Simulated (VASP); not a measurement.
Wanted: the native input for a VASP 6.6.1 run.

- Task: relaxation of cell and atoms
- Functional: PBE
- Potentials or basis: VASP PAW PBE potentials, release 64 (Hg, H)
- Cutoff: 600 eV
- k mesh: 3 × 3 × 6
- Occupations: gaussian, width 0.1 eV
- Spin: no spin polarisation
- Dipole correction: no
- Further INCAR settings: ALGO = Normal; EDIFF = 1e-06; IBRION = 2; EDIFFG = -0.04; NSW = 90; ISIF = 3

The structure of HgH lies in POSCAR:

```
HgH
1.0
    6.2418781705      0.0000000000      0.0000000000
   -3.1209390852      5.4056250629      0.0000000000
    0.0000000000      0.0000000000      3.0669296550
Hg H
3 3
Direct
    0.5000000000      0.0000000000      0.0000000000
    0.5000000000      0.5000000000      0.0000000000
    0.0000000000      0.5000000000      0.0000000000
    0.0000000000      0.0000000000      0.0000000000
    0.3333333333      0.6666666667      0.5000000000
    0.6666666667      0.3333333333      0.5000000000
```

One way to write it, as run:

INCAR

```
ALGO = Normal
EDIFF = 1E-6
EDIFFG = -0.04
ENCUT = 600
GGA = PE
IBRION = 2
ISIF = 3
ISMEAR = 0
LASPH = True
LCHARG = False
LREAL = False
LWAVE = False
NELM = 60
NSW = 90
PREC = Accurate
SIGMA = 0.1
```

KPOINTS

```
k-points
0
Gamma
  3 3 6
```

Potentials or basis: VASP PAW PBE potentials, release 64 (Hg, H).

Run with:

```sh
$ cat potpaw_PBE.64/Hg/POTCAR potpaw_PBE.64/H/POTCAR > POTCAR
$ mpirun -np 1 vasp_std > vasp.out
```

It gave:

| Quantity | Value |
| --- | --- |
| Relaxed volume | 17.87 Å³/atom |
| Relaxed cell | a = 6.482 Å, b = 6.482 Å, c = 2.946 Å, α = 90.00°, β = 90.00°, γ = 120.00° |
| Space group after relaxing (to 0.05 Å) | P6/mmm (No. 191) |
| Energy gained by relaxing | 10.1 meV/atom |
| Ionic steps | 8 |
| Pressure after relaxing | 0.0 GPa |

Caveat: the k points lie up to 0.37 Å⁻¹ apart in the final cell.

It took 5.7 min on 1 thread of AMD EPYC 7R43 64-Core Processor (Zen 3) (shared host), peak memory 0.23 GiB.
